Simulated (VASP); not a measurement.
Here is a VASP 6.6.1 calculation.

POSCAR

```
BaRe
1.0
    3.7045746453      0.0000000000      0.0000000000
    0.0000000000      3.7045746453      0.0000000000
    0.0000000000      0.0000000000      3.7045746453
Ba Re
1 1
Direct
    0.0000000000      0.0000000000      0.0000000000
    0.5000000000      0.5000000000      0.5000000000
```

INCAR.step1

```
SYSTEM = BaRe
  PREC = Accurate
  ENCUT = 520
  ISMEAR = 0
  SIGMA = 0.05
  LREAL = .FALSE.
  LASPH = .TRUE.
  NELM = 60
  NBANDS = 16
  GGA = PE
  ALGO = Normal
  EDIFF = 1E-4
  LWAVE = .TRUE.
  LCHARG = .FALSE.
```

The input INCAR.step2:

```
SYSTEM = BaRe
  PREC = Accurate
  ENCUT = 520
  EDIFF = 1E-6
  ISMEAR = 0
  SIGMA = 0.05
  LREAL = .FALSE.
  LASPH = .TRUE.
  NELM = 60
  ALGO = Normal
  ISIF = 2
  LWAVE = .FALSE.
  LCHARG = .TRUE.
  METAGGA = R2SCAN
  LMIXTAU = .TRUE.
  LELF = .TRUE.
  LVHAR = .TRUE.
  NBANDS = 16
  ISTART = 1
```

Contents of KPOINTS:

```
Automatic mesh
0
G
  10 10 10
  0 0 0
```

Potentials or basis: VASP PAW PBE potentials, release 64 (Ba_sv, Re).

The run is started by

```bash
$ cat potpaw_PBE.64/Ba_sv/POTCAR potpaw_PBE.64/Re/POTCAR > POTCAR
$ cp INCAR.step1 INCAR
$ mpirun -np 1 vasp_std > vasp.out
$ cp INCAR.step2 INCAR
$ mpirun -np 1 vasp_std > vasp.out
```

Q: Predict the pressure.

A: 1.9 GPa.

Q: Estimate the band gap on the k mesh.

A: Zero (an odd number of electrons rules out a gap without spin polarisation).

Caveat: the PAW data sets were made with another functional, which shifts forces and pressure a little; spin-orbit coupling is left out, which moves the levels of the heavy elements.
